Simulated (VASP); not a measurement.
Here is a VASP 6.6.1 calculation.

Contents of INCAR:

```
SYSTEM = WSe2
PREC = Accurate
ENCUT = 520
EDIFF = 1E-7
ISMEAR = 0
SIGMA = 0.05
LREAL = .False.
LASPH = .True.
NELM = 100
ALGO = Normal
ISIF = 2
LWAVE = .False.
LCHARG = .False.
LDIPOL = .True.
IDIPOL = 3
DIPOL = 0.5 0.5 0.389
GGA = PE
IVDW = 12
NBANDS = 35
```

File KPOINTS:

```
regular mesh
0
Gamma
  9 9 1
  0 0 0
```

Contents of POSCAR:

```
WSe2
1.0
    3.2854927591      0.0000000000      0.0000000000
   -1.6427463796      2.8453201933      0.0000000000
    0.0000000000      0.0000000000     24.2386469112
Se W
4 2
Direct
    0.3333333333      0.6666666667      0.1856539277
    0.3333333333      0.6666666667      0.3246601794
    0.8333333333      1.0000000000      0.4529676717
    0.8333333333      1.0000000000      0.5919739235
    0.6666666667      0.3333333333      0.2551570535
    0.5000000000      1.3333333333      0.5224707976
```

Potentials or basis: VASP PAW PBE potentials, release 64 (Se, W_sv).

Launch:

```sh
$ cat potpaw_PBE.64/Se/POTCAR potpaw_PBE.64/W_sv/POTCAR > POTCAR
$ mpirun -np 1 vasp_std > vasp.out
```

(1) What does it give for the dispersion energy per atom?

(2) Estimate the largest force.

(3) What does it give for the band gap on the k mesh?

Results:

(1) -0.400 eV.

(2) 0.074 eV/Å.

(3) 1.39 eV (least direct gap 1.65 eV).

Caveat: the cell differs from its parent crystal (layers slid over each other); spin-orbit coupling is left out, which moves the levels of the heavy elements.
